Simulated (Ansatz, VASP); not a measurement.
**One calculation of TiO, two programs**

```xyz
2
Lattice="2.7889 0.0000 0.0000 -1.3944 2.4152 0.0000 0.0000 0.0000 2.7941" Properties=species:S:1:pos:R:3 pbc="T T T"
Ti    1.3944    0.8051    0.0000
O     0.0000    0.0000    1.3970
```

Alike in both runs: task single point; functional PBEsol; k mesh 24 × 24 × 22; occupations gaussian, width 0.15 eV; no spin polarisation.

|  | VASP | Ansatz |
| --- | --- | --- |
| version | VASP 6.6.1 | Ansatz 0.2.0 |
| potentials or method | VASP PAW PBE potentials, release 64 (Ti_sv, O), cutoff 520 eV | scalar-relativistic, plane waves, PAW |
| valence electrons in the cell | 18 | 18 |

```tsv
	VASP	Ansatz	Ansatz less VASP
gap on the k mesh at the Fermi level (eV)	none	none	-
pressure (GPa)	0.7	0.0	-0.72
traceless stress, the component that is largest in VASP (GPa)	0.15	-0.03	-0.182
```

VASP's potentials were made for PBE, not for PBEsol. A gap of «none» marks a metal or a gap that the smearing closes. The functional is the same, so the differences come from potentials, cutoffs and numerics.
